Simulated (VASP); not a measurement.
# NaH (Immm) in VASP: a series of runs, part 2 of 2

VASP 6.6.1. Earlier steps stand in the parts before.

## (3) Single point, r2SCAN (engineering shear strain xy -0.1500, normal strain along z -0.0700)

The input, POSCAR:

```
NaH
1.0
   -0.1797773728      2.3970316378      2.2292394232
    2.3970316378     -0.1797773728      2.2292394232
    2.2172542650      2.2172542650      0.0000000000
Na H
1 1
Direct
    0.0000000000      0.0000000000      0.0000000000
    0.5000000000      0.5000000000      0.5000000000
```

The input, INCAR.step1:

```
SYSTEM = NaH
PREC = Accurate
ENCUT = 520
ISMEAR = -1
SIGMA = 0.2
LREAL = .False.
LASPH = .True.
NELM = 100
NBANDS = 11
GGA = PE
ALGO = Normal
EDIFF = 1E-4
LWAVE = .True.
LCHARG = .False.
```

The input, INCAR.step2:

```
SYSTEM = NaH
PREC = Accurate
ENCUT = 520
EDIFF = 1E-6
ISMEAR = -1
SIGMA = 0.2
LREAL = .False.
LASPH = .True.
NELM = 100
ALGO = Normal
ISIF = 2
LWAVE = .False.
LCHARG = .False.
METAGGA = R2SCAN
LMIXTAU = .True.
NBANDS = 11
ISTART = 1
```

The input, KPOINTS:

```
regular mesh
0
Gamma
  8 8 8
  0 0 0
```

Potentials or basis: VASP PAW PBE potentials, release 64 (Na_pv, H).

Run with:

```sh
$ cat potpaw_PBE.64/Na_pv/POTCAR potpaw_PBE.64/H/POTCAR > POTCAR
$ cp INCAR.step1 INCAR
$ mpirun -np 1 vasp_std > vasp.out
$ cp INCAR.step2 INCAR
$ mpirun -np 1 vasp_std > vasp.out
```

OUTCAR:

```text
SYSTEM = NaH
   PREC = Accurate
   ENCUT = 520
   EDIFF = 1E-6
   ISMEAR = -1
   LREAL = .False.
   LASPH = .True.
   NELM = 100
   ISIF = 2
   METAGGA = R2SCAN
   ISTART = 1

 ion  position               nearest neighbor table
   1  0.000  0.000  0.000-
   2  0.500  0.500  0.500-

  LATTYP: Found a body centered orthorhombic cell.
 ALAT       =     3.1356710528
 B/A-ratio  =     1.1621621621
 C/A-ratio  =     1.4218579600

  Lattice vectors:

[... 511 lines left out ...]
      4      -4.0216      2.00000
      5       7.6577      0.00000
      6      11.0833      0.00000
      7      13.8021      0.00000
      8      16.3127      0.00000
      9      17.3524      0.00000
     10      19.3552      0.00000
     11      21.4213      0.00000

 [... further k-points ...]
[... 5 lines left out ...]
  --------------------------------------------------------------------------------------
  -------------------------------------------------------------------------------------
  Total        0.1819768      0.1819768      0.6773607      0.5629521      0.0000000      0.0000000
  in kB       11.4456926     11.4456926     42.6035871     35.4076923      0.0000000      0.0000000
  external PRESSURE =      21.8316575 kB  Pullay stress =       0.0000000 kB

 VOLUME and BASIS-vectors are now :
 -----------------------------------------------------------------------------
  energy-cutoff  :      520.00
  volume of cell :       25.47
      direct lattice vectors                 reciprocal lattice vectors
    -0.179777373  2.397031638  2.229239423    -0.194038440  0.194038440  0.224291745
     2.397031638 -0.179777373  2.229239423     0.194038440 -0.194038440  0.224291745
     2.217254265  2.217254265  0.000000000     0.225504133  0.225504133 -0.224291745

 POSITION                                       TOTAL-FORCE (eV/Angst)
 -----------------------------------------------------------------------------------
      0.00000      0.00000      0.00000         0.000000      0.000000      0.000000
      2.21725      2.21725      2.22924         0.000000     -0.000000      0.000000
 -----------------------------------------------------------------------------------
    total drift:                                0.000000     -0.000000     -0.000000

  FREE ENERGIE OF THE ION-ELECTRON SYSTEM (eV)
  ---------------------------------------------------
  free  energy   TOTEN  =        -7.5378876194 eV

  energy  without entropy=       -7.5378769624  energy(sigma->0) =       -7.53788229
```

OUTCAR.step1:

```text
SYSTEM = NaH
   PREC = Accurate
   ENCUT = 520
   ISMEAR = -1
   LREAL = .False.
   LASPH = .True.
[... 558 lines left out ...]
      0.00000      0.00000      0.00000         0.000000      0.000000      0.000000
      2.21725      2.21725      2.22924        -0.000000     -0.000000      0.000000
 -----------------------------------------------------------------------------------
    total drift:                                0.000000     -0.000000     -0.000000

  FREE ENERGIE OF THE ION-ELECTRON SYSTEM (eV)
  ---------------------------------------------------
  free  energy   TOTEN  =        -5.0130337815 eV

  energy  without entropy=       -5.0129906529  energy(sigma->0) =       -5.01301222
```

OSZICAR.step1:

```text
N       E                     dE             d eps       ncg     rms          rms(c)
DAV:   1     0.385474125648E+02    0.38547E+02   -0.45683E+03  2108   0.760E+02
DAV:   2    -0.420583601303E+01   -0.42753E+02   -0.42067E+02  2170   0.203E+02
DAV:   3    -0.545471554171E+01   -0.12489E+01   -0.12475E+01  2561   0.330E+01
DAV:   4    -0.546219471975E+01   -0.74792E-02   -0.74783E-02  2395   0.252E+00
DAV:   5    -0.546225554440E+01   -0.60825E-04   -0.60824E-04  2430   0.232E-01    0.329E+00
DAV:   6    -0.511136567708E+01    0.35089E+00   -0.31719E-01  2457   0.300E+00    0.156E+00
DAV:   7    -0.500907303067E+01    0.10229E+00   -0.33282E-01  2389   0.236E+00    0.347E-01
DAV:   8    -0.501307652020E+01   -0.40035E-02   -0.95553E-03  2261   0.103E+00    0.703E-02
DAV:   9    -0.501305235999E+01    0.24160E-04   -0.11312E-03  2532   0.371E-01    0.244E-02
DAV:  10    -0.501303378154E+01    0.18578E-04   -0.63205E-05  1396   0.533E-02
   1 F= -.50130338E+01 E0= -.50130122E+01  d E =-.431286E-04
```

Wall time 86 s (1 thread of AMD EPYC 7R43 (Zen 3), shared host); peak memory 0.11 GiB.

What came out:

- Free energy: -7.5379 eV
- Pressure: 2.2 GPa
- Band gap on the k mesh: 3.98 eV, indirect (least direct gap 5.33 eV)

Caveat: the cell differs from its parent crystal (engineering shear strain xy -0.1500, normal strain along z -0.0700); the PAW data sets were made with another functional, which shifts forces and pressure a little.

## (4) Single point, r2SCAN (engineering shear strain xy -0.3000, normal strain along z -0.0525)

The input, POSCAR:

```
NaH
1.0
   -0.3595547457      2.3970316378      2.2711874768
    2.3970316378     -0.3595547457      2.2711874768
    2.0374768921      2.0374768921      0.0000000000
Na H
1 1
Direct
    0.0000000000      0.0000000000      0.0000000000
    0.5000000000      0.5000000000      0.5000000000
```

The input, INCAR.step1:

```
  PREC = Accurate
  ENCUT = 520
  ISMEAR = -1
  SIGMA = 0.2
  LREAL = False
  LASPH = True
  NELM = 100
  NBANDS = 11
  GGA = PE
  ALGO = Normal
  EDIFF = 1E-4
  LWAVE = True
  LCHARG = False
```

The input, INCAR.step2:

```
  PREC = Accurate
  ENCUT = 520
  EDIFF = 1E-7
  ISMEAR = -1
  SIGMA = 0.2
  LREAL = False
  LASPH = True
  NELM = 100
  ALGO = Normal
  ISIF = 2
  LWAVE = False
  LCHARG = False
  METAGGA = R2SCAN
  LMIXTAU = True
  NBANDS = 11
  ISTART = 1
```

The input, KPOINTS:

```
regular mesh
0
Gamma
  8 8 8
```

Run with:

```sh
$ cat potpaw_PBE.64/Na_pv/POTCAR potpaw_PBE.64/H/POTCAR > POTCAR
$ cp INCAR.step1 INCAR
$ mpirun -np 1 vasp_std > vasp.out
$ cp INCAR.step2 INCAR
$ mpirun -np 1 vasp_std > vasp.out
```

It took 2.9 min on 1 thread of AMD EPYC 7R43 (Zen 3), shared host; peak memory 0.12 GiB.

Results (log left out):

- Free energy: -7.4098 eV
- Pressure: 1.8 GPa
- Band gap on the k mesh: 3.32 eV, indirect (least direct gap 5.17 eV)

Stress tensor (GPa, compression positive):
```
2.06 7.54 0.00
7.54 2.06 0.00
0.00 0.00 1.23
```

Levels at points of the mesh, in eV from the valence-band top:
| k point | band 2 | band 3 | band 4 | band 5 | band 6 | band 7 |
| --- | --- | --- | --- | --- | --- | --- |
| (0.00, 0.00, 0.00) | -23.36 | -23.36 | -4.23 | 10.95 | 13.47 | 14.70 |
| (0.50, 0.00, 0.00) | -23.40 | -23.36 | -1.85 | 3.32 | 13.06 | 14.54 |
| (0.50, 0.50, 0.00) | -23.42 | -23.41 | -0.62 | 5.36 | 7.78 | 9.26 |
| (0.00, 0.00, 0.50) | -23.38 | -23.37 | -0.39 | 5.10 | 10.74 | 11.56 |
| (0.50, 0.00, 0.50) | -23.38 | -23.37 | -0.29 | 5.08 | 11.02 | 12.13 |

Caveat: the cell differs from its parent crystal (engineering shear strain xy -0.3000, normal strain along z -0.0525); the PAW data sets were made with another functional, which shifts forces and pressure a little.

## (5) Single point, r2SCAN (engineering shear strain xy -0.2250, normal strain along z -0.0700)

The input, POSCAR:

```
NaH
1.0
   -0.2696660593      2.3970316378      2.2292394232
    2.3970316378     -0.2696660593      2.2292394232
    2.1273655785      2.1273655785      0.0000000000
Na H
1 1
Direct
    0.0000000000      0.0000000000      0.0000000000
    0.5000000000      0.5000000000      0.5000000000
```

The input, INCAR.step1:

```
SYSTEM = NaH
PREC     = Accurate       ! precision mode
ENCUT    = 520            ! plane-wave cutoff, eV
ISMEAR   = -1             ! smearing method
SIGMA    = 0.2            ! smearing width, eV
LREAL    = .FALSE.        ! projectors in reciprocal space
LASPH    = .TRUE.         ! aspherical terms in the spheres
NELM     = 60             ! most SCF steps
NBANDS   = 11             ! bands
GGA      = PE             ! functional
ALGO     = Normal         ! electronic algorithm
EDIFF    = 1E-4           ! SCF threshold, eV
LWAVE    = .TRUE.         ! write WAVECAR
LCHARG   = .FALSE.        ! write CHGCAR
```

The input, INCAR.step2:

```
SYSTEM = NaH
PREC     = Accurate       ! precision mode
ENCUT    = 520            ! plane-wave cutoff, eV
EDIFF    = 1E-6           ! SCF threshold, eV
ISMEAR   = -1             ! smearing method
SIGMA    = 0.2            ! smearing width, eV
LREAL    = .FALSE.        ! projectors in reciprocal space
LASPH    = .TRUE.         ! aspherical terms in the spheres
NELM     = 60             ! most SCF steps
ALGO     = Normal         ! electronic algorithm
ISIF     = 2              ! what is computed and relaxed
LWAVE    = .FALSE.        ! write WAVECAR
LCHARG   = .FALSE.        ! write CHGCAR
METAGGA  = R2SCAN         ! meta-GGA
LMIXTAU  = .TRUE.       
NBANDS   = 11             ! bands
ISTART   = 1
```

The input, KPOINTS:

```
regular mesh
0
G
  8 8 8
  0 0 0
```

Run with:

```sh
$ cat potpaw_PBE.64/Na_pv/POTCAR potpaw_PBE.64/H/POTCAR > POTCAR
$ cp INCAR.step1 INCAR
$ mpirun -np 1 vasp_std > vasp.out
$ cp INCAR.step2 INCAR
$ mpirun -np 1 vasp_std > vasp.out
```

Run time: 2.3 min. Hardware: 1 thread of AMD EPYC 7R43 (Zen 3), shared host; peak memory 0.12 GiB.

Results (log left out):

```
Free energy            : -7.4835 eV
Pressure               : 2.3 GPa
Band gap on the k mesh : 3.70 eV, indirect (least direct gap 5.28 eV)
```

Stress tensor (GPa, compression positive):
```
1.64 5.29 0.00
5.29 1.64 0.00
0.00 0.00 3.70
```

Levels at points of the mesh, in eV from the valence-band top:
```tsv
k point	band 1	band 2	band 3	band 4	band 5	band 6	band 7	band 8
(0.00, 0.00, 0.00)	-23.11	-23.08	-23.08	-4.11	11.52	14.42	15.71	16.16
(0.50, 0.00, 0.00)	-23.20	-23.13	-23.08	-1.58	3.70	13.20	15.01	16.50
(0.50, 0.50, 0.00)	-23.18	-23.15	-23.15	-0.35	5.79	8.59	9.74	14.57
(0.00, 0.00, 0.50)	-23.28	-23.10	-23.10	-0.52	5.00	11.13	12.04	14.74
(0.50, 0.00, 0.50)	-23.28	-23.11	-23.11	-0.36	5.03	11.24	12.35	12.36
```

Caveat: the cell differs from its parent crystal (engineering shear strain xy -0.2250, normal strain along z -0.0700); the PAW data sets were made with another functional, which shifts forces and pressure a little. A k mesh can miss the band edges.

## (6) Overview

```csv
cell,gap on the mesh (eV),pressure (GPa)
"a = 3.293, b = 3.293, c = 2.881 Å, angles 64.1, 64.1, 72.6°, 2 atoms",3.38,2.5
"a = 3.278, b = 3.278, c = 3.136 Å, angles 61.4, 61.4, 67.5°, 2 atoms",3.98,2.2
"a = 3.322, b = 3.322, c = 2.881 Å, angles 64.3, 64.3, 71.9°, 2 atoms",3.32,1.8
"a = 3.285, b = 3.285, c = 3.009 Å, angles 62.7, 62.7, 70.1°, 2 atoms",3.70,2.3
```

Alike in all rows: task single point; level r2SCAN; potentials or basis VASP PAW PBE potentials, release 64 (Na_pv, H); no spin polarisation; k mesh 8 × 8 × 8; cutoff (eV) 520; smearing fermi-dirac 0.2 eV.

Caveats: the PAW data sets were made with another functional, which shifts forces and pressure a little.

Total energies depend on the potentials used, so only differences within one code and one set of settings carry meaning.
